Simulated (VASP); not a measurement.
A run of VASP 6.6.1 is set up as follows.

File INCAR:

```
ALGO = Normal ; EDIFF = 1E-6
ENCUT = 520 ; GGA = PE
GGA_COMPAT = F ; ISIF = 2
ISMEAR = -1 ; LASPH = T
LCHARG = T ; LELF = T
LREAL = Auto ; LVHAR = T
LWAVE = F ; NBANDS = 86
NELECT = 130.0 ; NELM = 120
PREC = Accurate ; SIGMA = 0.01
```

File KPOINTS:

```
k-points
0
Gamma
  1 1 1
```

File POSCAR:

```
Si16HC16
1.0
   -4.3797050000      4.3797050000     -4.3797050000
    4.3797050000      4.3797050000      4.3797050000
    4.3797050000     -4.3797050000     -4.3797050000
Si C H
16 16 1
Direct
   -0.0002004701     -0.0015578675      0.7478978607
   -0.0001937345      0.2506576356      0.4935110926
   -0.0001761534      0.4950115362      0.2491464608
   -0.0001830032      0.7494123463     -0.0030569410
    0.2520003060      0.0016050168      0.5013336515
    0.2441901909      0.2506493017      0.2491521689
    0.2520005343      0.5028384332      0.0001070848
    0.2488612818      0.7518886546      0.7503915218
    0.4985706800     -0.0015632331      0.2491514839
    0.4985554963      0.2506370863     -0.0030528312
    0.5010561214      0.4996875360      0.7504014540
    0.5010667385      0.7518971027      0.4982063860
    0.7554451727      0.0062875239      0.0047792032
    0.7476125675      0.2506539824      0.7479067654
    0.7507561582      0.5028358074      0.5013390171
    0.7476250113      0.7494040124      0.2491374419
   -0.0001852865     -0.0040845217     -0.0056103094
   -0.0001939628      0.2506482743      0.7486771369
   -0.0001964744      0.5054225113      0.5039033451
   -0.0001669062      0.7501763247      0.2491373277
    0.2497858874      0.0006362301      0.7491255690
    0.2545642914      0.2506673395      0.5039201270
    0.2545865532      0.5054123508      0.2491549088
    0.2498145423      0.7506433652     -0.0008517697
    0.4998128869      0.0006506146      0.4991595324
    0.4993113691      0.2506149387      0.2491512556
    0.4998038681      0.5006348601     -0.0008437783
    0.5003025318      0.7511317543      0.7496429554
    0.7450564593     -0.0041120349      0.2491389260
    0.7450534910      0.2506720201     -0.0055999205
    0.7498041535      0.5006436507      0.7491393827
    0.7498240178      0.7506564940      0.4991377273
   -0.0001729569      0.2506919987      0.2491815088
```

Potentials or basis: VASP PAW PBE potentials, release 64 (Si, C, H).

Run with:

```sh
$ cat potpaw_PBE.64/Si/POTCAR potpaw_PBE.64/C/POTCAR potpaw_PBE.64/H/POTCAR > POTCAR
$ mpirun -np 1 vasp_gam > vasp.out
```

(1) What does it give for the largest force?

Answers

(1) 0.015 eV/Å.

Caveat: the k points lie up to 1.01 Å⁻¹ apart; the cell carries a net charge on a neutralising background, which shifts energy and pressure.
